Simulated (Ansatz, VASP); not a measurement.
# Hf in VASP and in Ansatz

Contents of INCAR:

```
SYSTEM = Hf
ALGO = Fast
EDIFF = 1E-6
ENCUT = 520
GGA = PS
ISIF = 2
ISMEAR = 0
LASPH = .TRUE.
LCHARG = .FALSE.
LREAL = .FALSE.
LWAVE = .FALSE.
NBANDS = 17
NELM = 100
PREC = Accurate
SIGMA = 0.1
```

Contents of KPOINTS:

```
k-points
0
G
  15 15 8
  0 0 0
```

POSCAR

```
Hf
1.0
    3.1966985242      0.0000000000      0.0000000000
   -1.5983492621      2.7684221302      0.0000000000
    0.0000000000      0.0000000000      5.0578000000
Hf
2
Direct
    0.3495880798      0.6991761597      0.2500000000
    0.6666666667      0.3333333333      0.7500000000
```

Input for Ansatz:

```yaml
crystal:
  lattice:
    - [3.1966985242, 0.0, 0.0]
    - [-1.5983492621, 2.7684221302, 0.0]
    - [0.0, 0.0, 5.0578]
  atoms:
    - { symbol: Hf, position: [0.3495880798, 0.6991761597, 0.25] }
    - { symbol: Hf, position: [0.6666666667, 0.3333333333, 0.75] }
basis:
  ecutwfc: 420
kpoints:
  mp_grid: { grid: [15, 15, 8] }
hamiltonian:
  xc: pbesol
scf:
  occupations: { method: gaussian, width: 0.1 }
output:
  forces: true
  stress: true
  eigenvalues: true
  populations: true
```

Change from the starting cell: one atom moved.

Alike in both runs: task single point; functional PBEsol; k mesh 15 × 15 × 8; occupations gaussian, width 0.1 eV; no spin polarisation.

|  | VASP | Ansatz |
| --- | --- | --- |
| version | VASP 6.6.1 | Ansatz 0.2.0 |
| potentials or method | VASP PAW PBE potentials, release 64 (Hf_pv), cutoff 520 eV | scalar-relativistic, plane waves, PAW |
| valence electrons in the cell | 20 | 52 |

|  | VASP | Ansatz | Ansatz less VASP |
| --- | --- | --- | --- |
| gap on the k mesh at the Fermi level (eV) | none | none | - |
| pressure (GPa) | -4.1 | -3.8 | +0.38 |
| traceless stress, the component that is largest in VASP (GPa) | 0.87 | 0.85 | -0.023 |
| rms of the force components (eV/Å) | 0.110 | 0.110 | -0.0004 |

VASP's potentials were made for PBE, not for PBEsol. Atom by atom the forces differ by 0.000 eV/Å (rms over components). A gap of «none» marks a metal or a gap that the smearing closes. VASP's potentials hold 20 valence electrons a cell and Ansatz's 52, so a difference there can come from the potentials and not from the codes.

Spin-orbit coupling is off throughout.
